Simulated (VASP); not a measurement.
CsSnI3:

```
Cs Sn I
1.0
     6.24149    0.00000    0.00000
     0.00000    6.24149    0.00000
     0.00000    0.00000    6.24149
Cs Sn I
1 1 3
Direct
  0.00000 0.00000 0.00000
  0.50000 0.50000 0.50000
  0.50000 0.50000 0.00000
  0.50000 0.00000 0.50000
  0.00000 0.50000 0.50000
```

Base run:

- Program: VASP 6.6.1
- Functional: r2SCAN
- Potentials or basis: VASP PAW PBE potentials, release 64 (Cs_sv, Sn_d, I)
- Cutoff: 520 eV
- k mesh: 4 × 4 × 4
- Occupations: gaussian, width 0.01 eV
- Spin: no spin polarisation

Its results: band gap on the k mesh 0.50 eV; pressure 0.0 GPa.

The run is repeated on the same cell with these changes: functional from r2SCAN to PBE; occupations from gaussian, width 0.01 eV to fermi-dirac, width 0.02 eV. What comes out?

Band gap on the k mesh 0.38 eV; pressure 0.5 GPa.

Caveats: spin-orbit coupling is left out, which moves the levels of the heavy elements; the PAW data sets were made with another functional, which shifts forces and pressure a little (at least some runs).

A k mesh can miss the band edges.
